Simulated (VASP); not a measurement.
## CaO: relaxation of cell and atoms with PBEsol

The system is CaO.

```
CELL_PARAMETERS angstrom
0.00000 2.38361 2.38361
2.38361 0.00000 2.38361
2.38361 2.38361 0.00000
ATOMIC_POSITIONS crystal
Ca 0.00000 0.00000 0.00000
O 0.50000 0.50000 0.50000
```

| Quantity | Value |
| --- | --- |
| Program | VASP 6.6.1 |
| Task | relaxation of cell and atoms |
| Functional | PBEsol |
| Potentials or basis | VASP PAW PBE potentials, release 64 (Ca_sv, O) |
| Cutoff | 600 eV |
| k mesh | 8 × 8 × 8 |
| Occupations | gaussian, width 0.01 eV |
| Spin | no spin polarisation |
| Dipole correction | no |
| Further INCAR settings | ALGO = Normal; EDIFF = 1e-07; IBRION = 2; EDIFFG = -0.001; NSW = 80; ISIF = 3 |

The relaxed volume is 13.61 Å³/atom. The relaxed cell is a = 3.376 Å, b = 3.376 Å, c = 3.376 Å, α = 60.00°, β = 60.00°, γ = 60.00° and the space group after relaxing (to 0.05 Å) is Fm-3m (No. 225). The energy gained by relaxing is 0.1 meV/atom, the ionic steps are 3 and the pressure after relaxing is 0.0 GPa. The band gap on the k mesh is 3.53 eV, indirect (least direct gap 3.90 eV).

The path:
```csv
step,energy change (eV),largest force (eV/Å),pressure (GPa),volume (Å³)
1,0.0000,0.0000,0.56,27.09
2,-0.0002,0.0000,-0.23,27.27
3,-0.0002,0.0000,0.00,27.22
```

Final structure:
```
Ca O
1.0
     0.00000    2.38745    2.38745
     2.38745    0.00000    2.38745
     2.38745    2.38745    0.00000
Ca O
1 1
Direct
  0.00000 0.00000 0.00000
  0.50000 0.50000 0.50000
```

Levels at points of the mesh, in eV from the valence-band top:
| k point | band 5 | band 6 | band 7 | band 8 | band 9 | band 10 | band 11 | band 12 |
| --- | --- | --- | --- | --- | --- | --- | --- | --- |
| (0.00, 0.00, 0.00) | -15.48 | 0.00 | 0.00 | 0.00 | 4.72 | 6.24 | 6.24 | 6.24 |
| (0.50, 0.00, 0.00) | -14.16 | -2.74 | -1.26 | -1.26 | 7.11 | 8.48 | 8.48 | 8.48 |
| (0.50, 0.50, 0.00) | -15.24 | -1.31 | -0.37 | -0.37 | 3.53 | 8.19 | 9.04 | 9.73 |

It took 16 s on 1 thread of Intel(R) Xeon(R) 6975P-C (Granite Rapids), with other jobs on the host, peak memory 0.17 GiB.

Caveat: the PAW data sets were made with another functional, which shifts forces and pressure a little. Zero-point motion and thermal expansion aren't in these numbers.
